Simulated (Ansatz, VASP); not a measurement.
## One calculation of BiTe, two programs

File POSCAR:

```
BiTe
1.0
    0.0000000000      3.1379500000      3.1864750000
    3.1379500000      0.0000000000      3.1864750000
    3.1379500000      3.1379500000      0.0000000000
Bi Te
1 1
Direct
    0.0000000000      0.0000000000      0.0000000000
    0.5000000000      0.5000000000      0.5000000000
```

Contents of INCAR.step1:

```
SYSTEM = BiTe
PREC = Accurate
ENCUT = 520
ISMEAR = 0
SIGMA = 0.15
LREAL = .False.
LASPH = .True.
NELM = 60
NBANDS = 18
GGA = PE
ALGO = Normal
EDIFF = 1E-4
LWAVE = .True.
LCHARG = .False.
```

INCAR.step2

```
SYSTEM = BiTe
PREC = Accurate
ENCUT = 520
EDIFF = 1E-7
ISMEAR = 0
SIGMA = 0.15
LREAL = .False.
LASPH = .True.
NELM = 60
ALGO = Normal
ISIF = 2
LWAVE = .False.
LCHARG = .True.
METAGGA = R2SCAN
LMIXTAU = .True.
LELF = .True.
LVHAR = .True.
NBANDS = 18
ISTART = 1
```

The input KPOINTS:

```
Automatic mesh
0
Gamma
  14 14 14
  0 0 0
```

Input for Ansatz:

```yaml
crystal:
  lattice:
    - [0.0, 3.13795, 3.186475]
    - [3.13795, 0.0, 3.186475]
    - [3.13795, 3.13795, 0.0]
  atoms:
    - { symbol: Bi, position: [0.0, 0.0, 0.0] }
    - { symbol: Te, position: [0.5, 0.5, 0.5] }
basis:
  ecutwfc: 500
kpoints:
  mp_grid: { grid: [14, 14, 14] }
hamiltonian:
  xc: r2scan
scf:
  occupations: { method: gaussian, width: 0.15 }
output:
  forces: true
  stress: true
  eigenvalues: true
```

Change from the starting cell: strain -0.030 along x and y, -0.015 along z, atoms carried along.

Alike in both runs: task single point; functional r2SCAN; k mesh 14 × 14 × 14; occupations gaussian, width 0.15 eV; no spin polarisation.

|  | VASP | Ansatz |
| --- | --- | --- |
| version | VASP 6.6.1 | Ansatz 0.2.0 |
| potentials or method | VASP PAW PBE potentials, release 64 (Bi_d, Te), cutoff 520 eV | scalar-relativistic, plane waves, PAW |
| valence electrons in the cell | 21 | 31 |

|  | VASP | Ansatz | Ansatz less VASP |
| --- | --- | --- | --- |
| gap on the k mesh at the Fermi level (eV) | none | none | - |
| pressure (GPa) | 4.6 | 4.6 | +0.02 |
| traceless stress, the component that is largest in VASP (GPa) | -1.07 | -1.07 | +0.002 |

VASP's potentials were made for PBE, not for r2SCAN. A gap of «none» marks a metal or a gap that the smearing closes. VASP's potentials hold 21 valence electrons a cell and Ansatz's 31, so a difference there can come from the potentials and not from the codes.

Neither program's run includes spin-orbit coupling.
